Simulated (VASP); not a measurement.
Crystal: MgS (Niningerite).

```
Mg S
1.0
     0.00000    2.60152    2.60152
     2.60152    0.00000    2.60152
     2.60152    2.60152    0.00000
Mg S
1 1
Direct
  0.00000 0.00000 0.00000
  0.50000 0.50000 0.50000
```

Base run:

```yaml
Program: VASP 6.6.1
Functional: r2SCAN
Potentials_or_basis: VASP PAW PBE potentials, release 64 (Mg, S)
Cutoff: 520 eV
k_mesh: 6 × 6 × 6
Occupations: fermi-dirac, width 0.2 eV
Spin: no spin polarisation
```

Its results: band gap on the k mesh 3.43 eV, indirect (least direct gap 4.62 eV); pressure -0.4 GPa.

The run is repeated on the same cell with these changes: occupations from fermi-dirac, width 0.2 eV to gaussian, width 0.01 eV; dispersion from none to D3(BJ). What comes out?

Band gap on the k mesh 3.43 eV, indirect (least direct gap 4.62 eV); pressure -2.0 GPa.

Caveats: the PAW data sets were made with another functional, which shifts forces and pressure a little.

A k mesh can miss the band edges.
